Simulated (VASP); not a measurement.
# AlNi (Imma) in VASP: single point with PBEsol

Aim: the single point of AlNi with PBEsol.

Everything below comes from runs of VASP 6.6.1. Logs are shortened: lines on timing, memory, paths and dates and some standing lists are left out, and cuts for length are marked.

## 1. The cell of the first run

The structure is orthorhombic, space group Imma (No. 74). The conventional cell has a = 4.048 Å, b = 5.724 Å, c = 4.048 Å, α = 90.00°, β = 90.00°, γ = 90.00°. Within 3.2 Å of Al (site symmetry mm2) lie 8 Ni at 2.42 to 2.54 Å and 6 Al at 2.76 to 2.97 Å. Ni (site symmetry 2/m) has 8 Al at 2.42 to 2.54 Å and 6 Ni at 2.86 Å within 3.2 Å.

## 2. Single point, PBEsol (atoms displaced along a vibrational mode)

The input, INCAR:

```
PREC = Accurate
ENCUT = 600
EDIFF = 1E-6
ISMEAR = 0
SIGMA = 0.15
LREAL = False
LASPH = True
NELM = 120
ALGO = Normal
ISIF = 2
LWAVE = False
LCHARG = False
GGA = PS
NBANDS = 21
GGA_COMPAT = False
```

The input, KPOINTS:

```
Automatic mesh
0
Gamma
  18 18 18
```

The input, POSCAR:

```
AlNi
1.0
   -2.8621655520      0.0000000000     -2.8621655520
    0.0000000000     -2.8621655520     -2.8621655520
   -2.8621655520     -2.8621655520      0.0000000000
Al Ni
2 2
Direct
    0.5000000000      0.5000000000      0.4814710199
    0.0000000000      0.0000000000      0.0185289801
    0.2500000000      0.2500000000      0.2500000000
    0.7500000000      0.7500000000      0.7500000000
```

Potentials or basis: VASP PAW PBE potentials, release 64 (Al, Ni).

Launch:

```sh
$ cat potpaw_PBE.64/Al/POTCAR potpaw_PBE.64/Ni/POTCAR > POTCAR
$ mpirun -np 1 vasp_std > vasp.out
```

OUTCAR:

```text
PREC = Accurate
   ENCUT = 600
   EDIFF = 1E-6
   ISMEAR = 0
   LREAL = False
   LASPH = True
   NELM = 120
   ISIF = 2
   GGA = PS

 ion  position               nearest neighbor table
   1  0.500  0.500  0.481-   3 2.42   4 2.42   3 2.48   3 2.48   4 2.48   4 2.48   4 2.54   3 2.54
                             2 2.76   2 2.76   2 2.87   2 2.87   2 2.97   2 2.97
   2  0.000  0.000  0.019-   4 2.42   3 2.42   4 2.48   4 2.48   3 2.48   3 2.48   4 2.54   3 2.54
                             1 2.76   1 2.76   1 2.87   1 2.87   1 2.97   1 2.97
   3  0.250  0.250  0.250-   1 2.42   2 2.42   2 2.48   2 2.48   1 2.48   1 2.48   2 2.54   1 2.54
                             4 2.86   4 2.86   4 2.86   4 2.86   4 2.86   4 2.86
   4  0.750  0.750  0.750-   1 2.42   2 2.42   1 2.48   1 2.48   2 2.48   2 2.48   2 2.54   1 2.54
                             3 2.86   3 2.86   3 2.86   3 2.86   3 2.86   3 2.86

  LATTYP: Found a face centered cubic cell.
 ALAT       =     5.7243311040

  Lattice vectors:

 A1 = (  -2.8621655520,   0.0000000000,  -2.8621655520)
 A2 = (   0.0000000000,  -2.8621655520,  -2.8621655520)
 A3 = (  -2.8621655520,  -2.8621655520,   0.0000000000)

Analysis of symmetry for initial positions (statically):
=====================================================================
 Subroutine PRICEL returns:
 Original cell was already a primitive cell.

 Routine SETGRP: Setting up the symmetry group for a
 face centered cubic supercell.

 Subroutine GETGRP returns: Found  8 space group operations
 (whereof  4 operations were pure point group operations)
 out of a pool of 48 trial point group operations.

The static configuration has the point symmetry C_2v.
 The point group associated with its full space group is D_2h.

Analysis of symmetry for dynamics (positions and initial velocities):
=====================================================================
 Subroutine PRICEL returns:
 Original cell was already a primitive cell.

 Routine SETGRP: Setting up the symmetry group for a
 face centered cubic supercell.

 Subroutine GETGRP returns: Found  8 space group operations
 (whereof  4 operations were pure point group operations)
 out of a pool of 48 trial point group operations.

The dynamic configuration has the point symmetry C_2v.
 The point group associated with its full space group is D_2h.

 Subroutine INISYM returns: Found  8 space group operations
 (whereof  4 operations are pure point group operations),
 and found     1 'primitive' translations

----------------------------------------------------------------------------------------

                                     Primitive cell

  volume of cell :      46.8937

  direct lattice vectors                    reciprocal lattice vectors
    -2.862165552  0.000000000 -2.862165552    -0.174692900  0.174692900 -0.174692900
     0.000000000 -2.862165552 -2.862165552     0.174692900 -0.174692900 -0.174692900
    -2.862165552 -2.862165552  0.000000000    -0.174692900 -0.174692900  0.174692900

  length of vectors
     4.047713341  4.047713341  4.047713341     0.302576978  0.302576978  0.302576978

  position of ions in fractional coordinates (direct lattice)
     0.500000000  0.500000000  0.481471020
     0.000000000  0.000000000  0.018528980
     0.250000000  0.250000000  0.250000000
     0.750000000  0.750000000  0.750000000

  ion indices of the primitive-cell ions
   primitive index   ion index
                 1           1
                 2           2
                 3           3
                 4           4

----------------------------------------------------------------------------------------

 KPOINTS: Automatic mesh

Automatic generation of k-mesh.
 Grid dimensions read from file:
 generate k-points for:   18   18   18

 Generating k-lattice:

  Cartesian coordinates                     Fractional coordinates (reciprocal lattice)
    -0.009705161  0.009705161 -0.009705161     0.055555556  0.000000000  0.000000000
     0.009705161 -0.009705161 -0.009705161     0.000000000  0.055555556  0.000000000
    -0.009705161 -0.009705161  0.009705161     0.000000000  0.000000000  0.055555556

  Length of vectors
     0.016809832  0.016809832  0.016809832

  Shift w.r.t. Gamma in fractional coordinates (k-lattice)
     0.000000000  0.000000000  0.000000000

 Subroutine IBZKPT returns following result:
 ===========================================

 Found    865 irreducible k-points:

 Following reciprocal coordinates:
            Coordinates               Weight
  0.000000  0.000000  0.000000      1.000000
  0.055556  0.000000  0.000000      4.000000
  0.000000  0.000000  0.055556      4.000000
  0.111111  0.000000  0.000000      4.000000
  0.000000  0.000000  0.111111      4.000000
  0.166667  0.000000  0.000000      4.000000
[... 16 lines left out ...]
  0.000000  0.111111  0.055556      8.000000
  0.055556  0.000000  0.111111      8.000000
 [... further k-points ...]
   k-points           NKPTS =    865   k-points in BZ     NKDIM =    865   number of bands    NBANDS=     21
   number of dos      NEDOS =    301   number of ions     NIONS =      4
   total plane-waves  NPLWV =  32768
   dimension x,y,z NGX =    32 NGY =   32 NGZ =   32
   dimension x,y,z NGXF=    64 NGYF=   64 NGZF=   64
   ions per type =               2   2
   NGX,Y,Z   is equivalent  to a cutoff of  13.14, 13.14, 13.14 a.u.
   NGXF,Y,Z  is equivalent  to a cutoff of  26.29, 26.29, 26.29 a.u.
 SYSTEM =  unknown system
   PREC   = accura    normal or accurate (medium, high low for compatibility)
   ISTART =      0    job   : 0-new  1-cont  2-samecut
   ICHARG =      2    charge: 1-file 2-atom 10-const
   ISPIN  =      1    spin polarized calculation?
   LNONCOLLINEAR =      F non collinear calculations
   LSORBIT =      F    spin-orbit coupling
   LASPH  =      T    aspherical Exc in radial PAW
   ENCUT  =  600.0 eV  44.10 Ry    6.64 a.u.   8.08  8.08  8.08*2*pi/ulx,y,z
   NELM   =    120;   NELMIN=  2; NELMDL= -5     # of ELM steps
   EDIFF  = 0.1E-05   stopping-criterion for ELM
   LREAL  =      F    real-space projection
[... 7 lines left out ...]
   TEBEG  =    0.0;   TEEND  =   0.0 temperature during run
   PSTRESS=    0.0 pullay stress
   NELECT =      26.0000    total number of electrons
   NUPDOWN=      -1.0000    fix difference up-down
   EMIN   =  10.00;   EMAX   =-10.00  energy-range for DOS
   EFERMI =   0.00;   METHOD = LEGACY
   ISMEAR =     0;   SIGMA  =   0.15  broadening in eV -4-tet -1-fermi 0-gaus
   EFERMI_NEDOS =   21; number of points for ismear=-14 and -15
   IALGO  =     38    algorithm
   IMIX   =      4    mixing-type and parameters
     AMIX     =   0.40;   BMIX     =  1.00
     AMIX_MAG =   1.60;   BMIX_MAG =  1.00
  volume/ion in A,a.u.               =      11.72        79.11
  Fermi-wavevector in a.u.,A,eV,Ry     =   1.344914  2.541519 24.610134  1.808794
  Thomas-Fermi vector in A             =   2.472869
   LORBIT       =      0    0 simple, 1 ext, 2 COOP (PROOUT), +10 PAW based schemes
   GGA     = PS    functional components
   LHFCALC =     F    Hartree Fock is set to
   AEXX    =    0.0000 exact exchange contribution
   IVDW    =     0    specifies the selected vdW correction
   LEPSILON=     F    determine dielectric tensor
   LRPA    =     F    only Hartree local field effects (RPA)
 non-spin polarized calculation
 Gauss-broadening in eV      SIGMA  =   0.15
  energy-cutoff  :      600.00
  volume of cell :       46.89
 maximum number of plane-waves:      1588
   NGX = 17   NGY = 17   NGZ = 17

 number of electron      25.9999992 magnetization

 Free energy of the ion-electron system (eV)
  ---------------------------------------------------
  ext. energy  EPLUGINS =         0.00000000
  ---------------------------------------------------
  free energy    TOTEN  =       -23.11553823 eV

  energy without entropy =      -23.09787266  energy(sigma->0) =      -23.10670545

 E-fermi :  10.1528     XC(G=0): -12.2594

 val. band max:       10.1511301867   @ k =   0.2778   0.1111  -0.3333
 cond. band min:      10.1551187857   @ k =  -0.4444   0.2222   0.0556
 fundamental gap:      0.0039885990
 Fermi energy:        10.1528140076

 k-point     1 :       0.0000    0.0000    0.0000
  band No.  band energies     occupation
      1      -1.1257      2.00000
      2       5.9301      2.00000
      3       5.9569      2.00000
      4       5.9641      2.00000
      5       6.8242      2.00000
      6       6.8418      2.00000
[... 13 lines left out ...]
     20      15.7765      0.00000
     21      15.8231      0.00000

 k-point     2 :       0.0556    0.0000    0.0000
  band No.  band energies     occupation
      1      -1.0825      2.00000
      2       5.8985      2.00000
      3       5.9739      2.00000
      4       5.9746      2.00000
      5       6.8285      2.00000
      6       6.8456      2.00000
[... 13 lines left out ...]
     20      15.6281      0.00000
     21      15.7011      0.00000

 k-point     3 :       0.0000    0.0000    0.0556
  band No.  band energies     occupation
      1      -1.0825      2.00000
      2       5.9197      2.00000
      3       5.9475      2.00000
      4       5.9796      2.00000
      5       6.8282      2.00000
      6       6.8463      2.00000
[... 13 lines left out ...]
     20      15.5903      0.00000
     21      15.7879      0.00000
[... 457 lines left out ...]
 k-point    23 :       0.0000    0.1111    0.0556
  band No.  band energies     occupation
      1      -0.9674      2.00000
      2       5.8081      2.00000
      3       6.0090      2.00000
      4       6.0210      2.00000
      5       6.8305      2.00000
      6       6.8618      2.00000
[... 13 lines left out ...]
     20      15.8358      0.00000
     21      15.9025      0.00000

 k-point    24 :       0.0556    0.0000    0.1111
  band No.  band energies     occupation
      1      -0.9675      2.00000
      2       5.8243      2.00000
      3       5.9924      2.00000
      4       6.0210      2.00000
      5       6.8312      2.00000
      6       6.8625      2.00000
[... 13 lines left out ...]
     20      15.7705      0.00000
     21      16.0329      0.00000

 [... further k-points ...]
[... 5 lines left out ...]
  --------------------------------------------------------------------------------------
  -------------------------------------------------------------------------------------
  Total        0.2538212      0.2538212      0.1669624      0.0929635      0.0000000      0.0000000
  in kB        8.6720992      8.6720992      5.7044653      3.1762079      0.0000000      0.0000000
  external PRESSURE =       7.6828879 kB  Pullay stress =       0.0000000 kB

 VOLUME and BASIS-vectors are now :
 -----------------------------------------------------------------------------
  energy-cutoff  :      600.00
  volume of cell :       46.89
      direct lattice vectors                 reciprocal lattice vectors
    -2.862165552  0.000000000 -2.862165552    -0.174692900  0.174692900 -0.174692900
     0.000000000 -2.862165552 -2.862165552     0.174692900 -0.174692900 -0.174692900
    -2.862165552 -2.862165552  0.000000000    -0.174692900 -0.174692900  0.174692900

 POSITION                                       TOTAL-FORCE (eV/Angst)
 -----------------------------------------------------------------------------------
     -2.80913     -2.80913     -2.86217        -0.628518     -0.628518      0.000000
     -0.05303     -0.05303      0.00000         0.628518      0.628518     -0.000000
     -1.43108     -1.43108     -1.43108        -0.000000      0.000000     -0.000000
     -4.29325     -4.29325     -4.29325         0.000000      0.000000      0.000000
 -----------------------------------------------------------------------------------
    total drift:                                0.000000      0.000000     -0.000000

  FREE ENERGIE OF THE ION-ELECTRON SYSTEM (eV)
  ---------------------------------------------------
  free  energy   TOTEN  =       -23.1155382338 eV

  energy  without entropy=      -23.0978726591  energy(sigma->0) =      -23.10670545
```

It took 7.3 min on 1 thread of AMD EPYC 9R45 (Zen 5), shared host; peak memory 0.89 GiB.

What came out:

| Item | Value |
| --- | --- |
| Free energy | -23.1155 eV |
| Pressure | 0.8 GPa |
| Largest force | 0.889 eV/Å |
| Band gap on the k mesh | zero (bands 13 and 14 overlap by 2.85 eV) |

Forces in eV/Å, atoms in the order of the input:
```
Al  -0.629 -0.629  0.000
Al   0.629  0.629  0.000
Ni   0.000  0.000  0.000
Ni   0.000  0.000  0.000
```

Levels at points of the mesh, in eV from the Fermi level:
```tsv
k point	band 10	band 11	band 12	band 13	band 14	band 15	band 16	band 17
(0.00, 0.00, 0.00)	-1.01	-1.01	1.92	1.94	1.96	3.88	4.53	4.57
(0.50, 0.00, 0.00)	-2.22	-2.11	-2.11	2.13	2.13	2.50	2.50	4.21
(0.00, 0.00, 0.50)	-2.18	-2.15	-2.11	2.16	2.23	2.38	2.45	4.22
(0.50, 0.50, 0.00)	-2.15	-2.13	-1.49	-1.04	-0.66	1.50	2.59	8.33
(0.00, 0.50, 0.50)	-2.12	-2.12	-1.49	-1.04	-0.66	1.50	2.59	8.34
```

Caveat: the cell differs from its parent crystal (atoms displaced along a vibrational mode); the PAW data sets were made with another functional, which shifts forces and pressure a little. Spin polarisation is off, so any magnetic state and its effect on volume and gap are missing.
